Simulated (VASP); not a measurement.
A run of VASP 6.6.1 is set up as follows.

The input INCAR:

```
PREC = Accurate
ENCUT = 520
EDIFF = 1E-7
ISMEAR = 0
SIGMA = 0.1
LREAL = False
LASPH = True
NELM = 60
ALGO = Normal
ISIF = 2
LWAVE = False
LCHARG = False
GGA = PS
NBANDS = 24
```

The input KPOINTS:

```
regular mesh
0
Gamma
  7 7 7
```

Contents of POSCAR:

```
AlNi3
1.0
    0.0000000000      2.8018887551      2.8018887551
    2.8018887551      0.0000000000      2.8018887551
    2.8018887551      2.8018887551      0.0000000000
Al Ni
1 3
Direct
    0.5000000000      0.5000000000      0.5000000000
    0.2500000000      0.2500000000      0.2500000000
    0.0000000000      0.0000000000      0.0000000000
    0.7500000000      0.7500000000      0.7500000000
```

Potentials or basis: VASP PAW PBE potentials, release 64 (Al, Ni).

Command:

```sh
$ cat potpaw_PBE.64/Al/POTCAR potpaw_PBE.64/Ni/POTCAR > POTCAR
$ mpirun -np 1 vasp_std > vasp.out
```

Q: Estimate the pressure.

A: -0.7 GPa.

Q: Predict the band gap on the k mesh.

A: Zero (an odd number of electrons rules out a gap without spin polarisation).

Caveat: the PAW data sets were made with another functional, which shifts forces and pressure a little. Spin polarisation is off, so any magnetic state and its effect on volume and gap are missing.
